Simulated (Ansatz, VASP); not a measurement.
## Two plane-wave programs on Ir

The input INCAR:

```
SYSTEM = Ir
PREC = Accurate
ENCUT = 600
EDIFF = 1E-7
ISMEAR = 0
SIGMA = 0.1
LREAL = .False.
LASPH = .True.
NELM = 100
ALGO = Fast
ISIF = 3
LWAVE = .False.
LCHARG = .False.
GGA = PE
IVDW = 12
IBRION = 2
NSW = 70
EDIFFG = -0.005
```

Contents of KPOINTS:

```
regular mesh
0
Gamma
  18 18 18
  0 0 0
```

The input POSCAR:

```
Ir
1.0
    0.0000000000      1.9353304886      1.9353304886
    1.9353304886      0.0000000000      1.9353304886
    1.9353304886      1.9353304886      0.0000000000
Ir
1
Direct
    0.0000000000      0.0000000000      0.0000000000
```

Input for Ansatz:

```yaml
crystal:
  lattice:
    - [0.0, 1.9353304886, 1.9353304886]
    - [1.9353304886, 0.0, 1.9353304886]
    - [1.9353304886, 1.9353304886, 0.0]
  atoms:
    - { symbol: Ir, position: [0.0, 0.0, 0.0] }
basis:
  ecutwfc: 420
kpoints:
  mp_grid: { grid: [18, 18, 18] }
hamiltonian:
  xc: pbe
  dispersion: d3bj
scf:
  occupations: { method: gaussian, width: 0.1 }
output:
  forces: true
  stress: true
  eigenvalues: true
  write_density: true
  write_potential: true
  elf: true
  volumetric_format: npy
relax:
  adjacent_minimum: "off"
  f_tol: 0.005
  max_steps: 50
  cell: { stress_tol: 0.05 }
```

Alike in both runs: task relaxation of cell and atoms; functional PBE; dispersion D3(BJ); k mesh 18 × 18 × 18; occupations gaussian, width 0.1 eV; no spin polarisation.

|  | VASP | Ansatz |
| --- | --- | --- |
| version | VASP 6.6.1 | Ansatz 0.2.0 |
| potentials or method | VASP PAW PBE potentials, release 64 (Ir), cutoff 600 eV | scalar-relativistic, plane waves, PAW |
| valence electrons in the cell | 9 | 17 |

Ansatz gave:

| Quantity | Value |
| --- | --- |
| gap on the k mesh at the Fermi level, each at its own relaxed structure (eV) | none |
| relaxed volume (Å³/atom) | 14.16 |
| relaxed cell length with the largest relative difference (Å) | 2.716 |

Task: What did VASP give for the same quantities?

Result: gap on the k mesh at the Fermi level, each at its own relaxed structure (eV): none; relaxed volume (Å³/atom): 14.19; relaxed cell length with the largest relative difference (Å): 2.717.

A gap of «none» marks a metal or a gap that the smearing closes. VASP's potentials hold 9 valence electrons a cell and Ansatz's 17, so a difference there can come from the potentials and not from the codes.

Spin-orbit coupling is off throughout.
